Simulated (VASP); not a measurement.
The system is ScTiSe4.

```xyz
6
Lattice="4.6468 0.0000 0.0000 0.0000 4.6468 0.0000 0.0000 0.0000 6.2113" Properties=species:S:1:pos:R:3 pbc="T T T"
Sc    2.3234    2.3234    3.1057
Ti    0.0000    0.0000    0.0000
Se    2.3234    0.0000    4.7003
Se    0.0000    2.3234    1.5110
Se    2.3234    0.0000    1.5110
Se    0.0000    2.3234    4.7003
```

The cell was generated, and may not be a known phase.

| Item | Value |
| --- | --- |
| Program | VASP 6.6.1 |
| Task | relaxation of cell and atoms |
| Functional | PBE |
| Potentials or basis | VASP PAW PBE potentials, release 64 (Sc_sv, Ti_sv, Se) |
| Cutoff | 600 eV |
| k mesh | 8 × 8 × 6 |
| Occupations | gaussian, width 0.1 eV |
| Spin | no spin polarisation |

At the start: pressure 0.1 GPa; volume 22.35 Å³/atom.

Q: How do energy, volume and symmetry change on relaxing?

A: Over 9 steps the energy falls by 4.7 meV/atom and the volume is 22.40 Å³/atom (+0.2 %); space group P4/mmm (No. 123, to 0.1 Å) before and after.

The path:
```
step  energy change (eV)  largest force (eV/Å)  pressure (GPa)  volume (Å³)
   1              0.0000                0.0264            0.07       134.12
   2             -0.0069                0.0279           -0.03       134.30
   3             -0.0230                0.0340           -0.25       134.79
   4             -0.0034                0.0539           -0.64       135.59
   5             -0.0268                0.0363           -0.35       135.02
   6             -0.0269                0.0389           -0.39       135.07
   7             -0.0242                0.0024            0.75       133.11
   8             -0.0279                0.0270           -0.01       134.41
   9             -0.0281                0.0023            0.01       134.39
```

Final structure:
```
Sc Ti Se
1.0
     4.56597    0.00000    0.00000
     0.00000    4.56597    0.00000
     0.00000    0.00000    6.44600
Sc Ti Se
1 1 4
Direct
  0.50000 0.50000 0.50000
  0.00000 0.00000 0.00000
  0.50000 0.00000 0.75854
  0.00000 0.50000 0.24146
  0.50000 0.00000 0.24146
  0.00000 0.50000 0.75854
```

Caveat: an odd number of electrons without spin polarisation forces a metal; a magnetic or distorted state may lie lower.
